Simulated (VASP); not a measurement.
# Zn7NiO8 (a cell with a defect) in VASP: a series of runs

The runs below take Zn7NiO8 (a cell with a defect) through single point, with PBEsol.

Program: VASP 6.6.1. These are calculated values, not measurements. Logs are shortened: lines on timing, memory, paths and dates and some standing lists are left out, and cuts for length are marked.

### Step 1. The cell of the first run

The cell holds a defect, 16 atoms: a = 6.460 Å, b = 5.594 Å, c = 5.215 Å, α = 90.00°, β = 90.00°, γ = 90.00°.

### Step 2. Single point, PBEsol, collinear spin, ferromagnetic start

INCAR reads:

```
PREC = Accurate ; ENCUT = 520
EDIFF = 1E-6 ; ISMEAR = -1
SIGMA = 0.05 ; LREAL = Auto
LASPH = T ; NELM = 200
ALGO = Normal ; ISIF = 2
LWAVE = F ; LCHARG = F
ISPIN = 2 ; MAGMOM = 0 0 0 0 0 0 0 3 0 0 0 0 0 0 0 0
LORBIT = 11 ; LMAXMIX = 4
GGA = PS ; NBANDS = 89
NELECT = 143.0 ; ISYM = -1
GGA_COMPAT = F
```

KPOINTS reads:

```
explicit points
1
Reciprocal
  0.25000000   0.25000000   0.25000000 1
```

POSCAR reads:

```
Zn7NiO8
1.0
    6.4598480000      0.0000000000      0.0000000000
    0.0000000000      5.5943930000      0.0000000000
    0.0000000000      0.0000000000      5.2145190000
Zn Ni O
7 1 8
Direct
    0.2443380000      0.1426210000      0.4907070000
    0.9769730000      0.6672890000      0.5067760000
    0.7581400000      0.1714950000      0.5132860000
    0.0052490000      0.3350710000      0.9779710000
    0.4789800000      0.3369790000      0.0092660000
    0.2599480000      0.8245080000      0.9689020000
    0.7552300000      0.8340690000      0.9721030000
    0.4958640000      0.6861510000      0.4848220000
    0.9986780000      0.3437910000      0.3701150000
    0.4959510000      0.3418270000      0.3934870000
    0.2601250000      0.8297070000      0.3406770000
    0.7297000000      0.7995960000      0.3590860000
    0.2396820000      0.1421790000      0.8748800000
    0.0032460000      0.6808670000      0.8539990000
    0.7827650000      0.1394950000      0.9045440000
    0.4897840000      0.6545330000      0.8381920000
```

Potentials or basis: VASP PAW PBE potentials, release 64 (Zn, Ni, O).

Command:

```
cat potpaw_PBE.64/Zn/POTCAR potpaw_PBE.64/Ni/POTCAR potpaw_PBE.64/O/POTCAR > POTCAR
mpirun -np 1 vasp_std > vasp.out
```

OUTCAR:

```text
PREC = Accurate
   ENCUT = 520
   EDIFF = 1E-6
   ISMEAR = -1
   LREAL = Auto
   LASPH = T
   NELM = 200
   ISIF = 2
   ISPIN = 2
   LORBIT = 11
   GGA = PS
   NELECT = 143.0
   ISYM = -1

 ion  position               nearest neighbor table
   1  0.244  0.143  0.491-  11 1.92  13 2.00  10 2.03   9 2.04   8 3.03
   2  0.977  0.667  0.507-  14 1.82  12 1.92   9 1.95  11 2.22   7 2.97
   3  0.758  0.171  0.513-   9 1.98  10 2.04  15 2.05  12 2.24   4 3.04   7 3.05
   4  0.005  0.335  0.978-  15 1.85  13 1.94  14 2.04   9 2.05   3 3.04
   5  0.479  0.337  0.009-  16 1.99  10 2.01  13 2.02  15 2.32
   6  0.260  0.825  0.969-  13 1.85  16 1.89  14 1.94  11 1.94   8 3.05
   7  0.755  0.834  0.972-  15 1.75  14 1.92  12 2.03  16 2.11   2 2.97   3 3.05
   8  0.496  0.686  0.485-  12 1.76  16 1.85  11 1.88  10 1.98   1 3.03   6 3.05
   9  0.999  0.344  0.370-   2 1.95   3 1.98   1 2.04   4 2.05
  10  0.496  0.342  0.393-   8 1.98   5 2.01   1 2.03   3 2.04
  11  0.260  0.830  0.341-   8 1.88   1 1.92   6 1.94   2 2.22
  12  0.730  0.800  0.359-   8 1.76   2 1.92   7 2.03   3 2.24
  13  0.240  0.142  0.875-   6 1.85   4 1.94   1 2.00   5 2.02
  14  0.003  0.681  0.854-   2 1.82   7 1.92   6 1.94   4 2.04
  15  0.783  0.139  0.905-   7 1.75   4 1.85   3 2.05   5 2.32
  16  0.490  0.655  0.838-   8 1.85   6 1.89   5 1.99   7 2.11

IMPORTANT INFORMATION: All symmetrisations will be switched off!
NOSYMM: (Re-)initialisation of all symmetry stuff for point group C_1.

----------------------------------------------------------------------------------------

                                     Primitive cell

  volume of cell :     188.4471

  direct lattice vectors                    reciprocal lattice vectors
     6.459848000  0.000000000  0.000000000     0.154802404  0.000000000  0.000000000
     0.000000000  5.594393000  0.000000000     0.000000000  0.178750402  0.000000000
     0.000000000  0.000000000  5.214519000     0.000000000  0.000000000  0.191772242

  length of vectors
     6.459848000  5.594393000  5.214519000     0.154802404  0.178750402  0.191772242

  position of ions in fractional coordinates (direct lattice)
     0.244338000  0.142621000  0.490707000
     0.976973000  0.667289000  0.506776000
     0.758140000  0.171495000  0.513286000
     0.005249000  0.335071000  0.977971000
     0.478980000  0.336979000  0.009266000
     0.259948000  0.824508000  0.968902000
[... 8 lines left out ...]
     0.782765000  0.139495000  0.904544000
     0.489784000  0.654533000  0.838192000

  ion indices of the primitive-cell ions
   primitive index   ion index
                 1           1
                 2           2
                 3           3
                 4           4
[... 85 lines left out ...]
  ---------------------------------------------------
  free energy    TOTEN  =       -74.14886955 eV

  energy without entropy =      -74.10586855  energy(sigma->0) =      -74.12736905

 E-fermi :   4.0662     XC(G=0): -11.3440

 val. band max:        3.9689589675   @ k =   0.2500   0.2500   0.2500
 cond. band min:       4.1936119537   @ k =   0.2500   0.2500   0.2500
 fundamental gap:      0.2246529861
 Fermi energy:         4.0661926939

 spin component 1

 k-point     1 :       0.2500    0.2500    0.2500
  band No.  band energies     occupation
      1     -16.7392      1.00000
      2     -16.3488      1.00000
      3     -16.2687      1.00000
      4     -16.0983      1.00000
      5     -15.8972      1.00000
      6     -15.6905      1.00000
[... 75 lines left out ...]
     82       9.3647      0.00000
     83       9.6250      0.00000
 Fermi energy:         4.0661926939

 spin component 2

 k-point     1 :       0.2500    0.2500    0.2500
  band No.  band energies     occupation
      1     -16.7542      1.00000
      2     -16.3701      1.00000
      3     -16.2692      1.00000
      4     -16.0618      1.00000
      5     -15.8332      1.00000
      6     -15.6551      1.00000
[... 75 lines left out ...]
     82       9.3383      0.00000
     83       9.6060      0.00000
 [bands above 83 left out]

------------------------ aborting loop because EDIFF is reached ----------------------------------------

  FORCE on cell =-STRESS in cart. coord.  units (eV):
  Direction    XX          YY          ZZ          XY          YZ          ZX
  --------------------------------------------------------------------------------------
  -------------------------------------------------------------------------------------
  Total       13.0517329     18.0868907     14.6387754      0.6560625     -2.0780551     -0.2589507
  in kB      110.9658216    153.7747296    124.4588564      5.5778427    -17.6676229     -2.2015982
  external PRESSURE =     129.7331359 kB  Pullay stress =       0.0000000 kB

 VOLUME and BASIS-vectors are now :
 -----------------------------------------------------------------------------
  energy-cutoff  :      520.00
  volume of cell :      188.45
      direct lattice vectors                 reciprocal lattice vectors
     6.459848000  0.000000000  0.000000000     0.154802404  0.000000000  0.000000000
     0.000000000  5.594393000  0.000000000     0.000000000  0.178750402  0.000000000
     0.000000000  0.000000000  5.214519000     0.000000000  0.000000000  0.191772242

 POSITION                                       TOTAL-FORCE (eV/Angst)
 -----------------------------------------------------------------------------------
      1.57839      0.79788      2.55880         0.291165      0.734987     -0.180065
      6.31110      3.73308      2.64259         0.726033      0.176792     -2.202485
      4.89747      0.95941      2.67654        -0.758523     -0.384882     -0.531428
      0.03391      1.87452      5.09965         0.570754      1.027084      0.956661
      3.09414      1.88519      0.04832         0.600061     -0.166218      0.204517
      1.67922      4.61262      5.05236        -0.096933     -0.633751      0.825128
[... 8 lines left out ...]
      5.05654      0.78039      4.71676        -1.860141      2.742021     -1.708987
      3.16393      3.66171      4.37077         1.199345     -0.729505      1.428135
 -----------------------------------------------------------------------------------
    total drift:                                0.005661     -0.004908      0.002618

  FREE ENERGIE OF THE ION-ELECTRON SYSTEM (eV)
  ---------------------------------------------------
  free  energy   TOTEN  =       -74.1488695456 eV

  energy  without entropy=      -74.1058685469  energy(sigma->0) =      -74.12736905

 total charge

# of ion       s       p       d       tot
------------------------------------------
    1        0.490   0.486   9.895  10.870
    2        0.519   0.556   9.917  10.991
    3        0.479   0.418   9.866  10.764
    4        0.490   0.532   9.917  10.940
    5        0.483   0.418   9.865  10.766
    6        0.513   0.609   9.950  11.072
[... 8 lines left out ...]
   15        1.559   3.478   0.000   5.037
   16        1.558   3.441   0.000   4.999
--------------------------------------------------
tot         16.418  31.768  77.784 125.970

 magnetization (x)

# of ion       s       p       d       tot
------------------------------------------
    1       -0.009  -0.001   0.002  -0.008
    2       -0.008  -0.002   0.006  -0.004
    3       -0.012  -0.003   0.001  -0.014
    4       -0.006  -0.003   0.000  -0.009
    5       -0.015  -0.003   0.002  -0.015
    6       -0.005   0.001   0.005   0.001
[... 8 lines left out ...]
   15       -0.005  -0.013   0.000  -0.018
   16       -0.002   0.046   0.000   0.044
--------------------------------------------------
tot         -0.091   0.178   1.119   1.206
```

stdout:

```text
POSCAR found type information on POSCAR ZnNiO
 POSCAR found :  3 types and      16 ions
 scaLAPACK will be used
 -----------------------------------------------------------------------------
|                                                                             |
|                                                                             |
|     You enforced a specific xc type in the INCAR file but a different       |
|     I HOPE YOU KNOW WHAT YOU ARE DOING!                                     |
|                                                                             |
 -----------------------------------------------------------------------------

 LDA part: xc-table for (Slater+PW92), standard interpolation
 POSCAR, INCAR and KPOINTS ok, starting setup
 FFT: planning ... GRIDC
 FFT: planning ... GRID_SOFT
 FFT: planning ... GRID
 WAVECAR not read
 entering main loop
 the old and the new charge density differ
 old charge density:   142.00000 new  143.00000
    0.379E+01
```

Run time: 95 s. Hardware: 1 thread of AMD EPYC 9R45 (Zen 5), shared host; peak memory 0.31 GiB.

Results:

```
Free energy                                           : -74.1489 eV
Largest force                                         : 3.728 eV/Å
Net moment                                            : 1.15 μB per cell
Site moments                                          : Zn -0.01, -0.00, +0.00 (each value once); Ni +1.14; O -0.01, +0.03, +0.05, +0.06, -0.02, +0.04 (each value once) μB
Valence electrons inside the program's atomic spheres : Zn 10.87, 10.99, 10.76, 10.94, 10.77, 11.07, 11.03; Ni 9.51; O 4.98, 4.95, 4.99, 5.00, 5.03, 5.04 (each value once)
```

Forces in eV/Å, atoms in the order of the input:
```
Zn   0.291  0.735 -0.180
Zn   0.726  0.177 -2.202
Zn  -0.759 -0.385 -0.531
Zn   0.571  1.027  0.957
Zn   0.600 -0.166  0.205
Zn  -0.097 -0.634  0.825
Zn  -1.208 -2.666  1.343
Ni  -1.278 -0.601  0.056
O    0.260 -0.631  0.005
O    0.316 -1.226 -0.253
O   -1.406 -0.049  0.230
O    1.854  1.957 -0.781
O    0.692  1.763 -0.707
O    0.097 -1.313  1.316
O   -1.860  2.742 -1.709
O    1.199 -0.730  1.428
```

Caveat: the cell carries a net charge on a neutralising background, which shifts energy and pressure; the cell is charged against a uniform background, so pressure and absolute levels hang on convention; the PAW data sets were made with another functional, which shifts forces and pressure a little.

### Step 3. Single point, PBEsol, collinear spin, ferromagnetic start

INCAR reads:

```
SYSTEM = Zn7NiO8
PREC     = Accurate       ! precision mode
ENCUT    = 520            ! plane-wave cutoff, eV
EDIFF    = 1E-6           ! SCF threshold, eV
ISMEAR   = 1              ! smearing method
SIGMA    = 0.05           ! smearing width, eV
LREAL    = Auto         
LASPH    = .True.         ! aspherical terms in the spheres
NELM     = 200            ! most SCF steps
ALGO     = Normal         ! electronic algorithm
ISIF     = 2              ! what is computed and relaxed
LWAVE    = .False.        ! write WAVECAR
LCHARG   = .False.        ! write CHGCAR
ISPIN    = 2              ! spin polarisation
MAGMOM   = 0 0 0 0 0 0 0 3 0 0 0 0 0 0 0 0 ! initial moments
LORBIT   = 11             ! projections on sites
LMAXMIX  = 4              ! l up to which the mixer works
GGA      = PS             ! functional
NELECT   = 143.0        
ISYM     = -1           
NBANDS   = 89             ! bands
GGA_COMPAT= .False.
```

KPOINTS is that of step 2.

POSCAR is that of step 2.

Potentials or basis: VASP PAW PBE potentials, release 64 (Zn, Ni, O).

Command:

```
cat potpaw_PBE.64/Zn/POTCAR potpaw_PBE.64/Ni/POTCAR potpaw_PBE.64/O/POTCAR > POTCAR
mpirun -np 1 vasp_std > vasp.out
```

It took 1.7 min on 1 thread of AMD EPYC 9R45 (Zen 5), shared host; peak memory 0.31 GiB.

Results (log left out):

* Free energy: -74.1335 eV
* Largest force: 3.723 eV/Å
* Net moment: 1.00 μB per cell
* Site moments: Zn -0.01, -0.02, -0.00 (each value once); Ni +1.11; O -0.02, +0.02, +0.04, +0.05, -0.03, -0.01 (each value once) μB
* Valence electrons inside the program's atomic spheres: Zn 10.87, 10.99, 10.76, 10.94, 10.77, 11.07, 11.02; Ni 9.51; O 4.98, 4.95, 4.99, 5.00, 5.03, 5.04 (each value once)

Forces on the atoms (eV/Å):
```
Zn   0.314  0.719 -0.183
Zn   0.710  0.185 -2.214
Zn  -0.788 -0.403 -0.543
Zn   0.573  1.023  0.962
Zn   0.600 -0.160  0.217
Zn  -0.093 -0.626  0.825
Zn  -1.222 -2.665  1.346
Ni  -1.345 -0.545  0.083
O    0.256 -0.632  0.007
O    0.379 -1.278 -0.234
O   -1.424 -0.010  0.223
O    1.898  1.947 -0.782
O    0.675  1.767 -0.707
O    0.093 -1.318  1.320
O   -1.843  2.742 -1.715
O    1.217 -0.747  1.394
```

Levels at points of the mesh, in eV from the Fermi level:
Spin up:
```csv
k point,band 69,band 70,band 71,band 72,band 73,band 74,band 75,band 76
"(0.25, 0.25, 0.25)",-1.59,-1.49,-1.22,-0.77,0.04,1.56,2.10,2.67
```
Spin down:
```tsv
k point	band 68	band 69	band 70	band 71	band 72	band 73	band 74	band 75
(0.25, 0.25, 0.25)	-1.18	-0.92	-0.41	-0.16	0.10	0.24	1.54	2.07
```

Caveat: the cell carries a net charge on a neutralising background, which shifts energy and pressure; the cell is charged against a uniform background, so pressure and absolute levels hang on convention; the PAW data sets were made with another functional, which shifts forces and pressure a little.
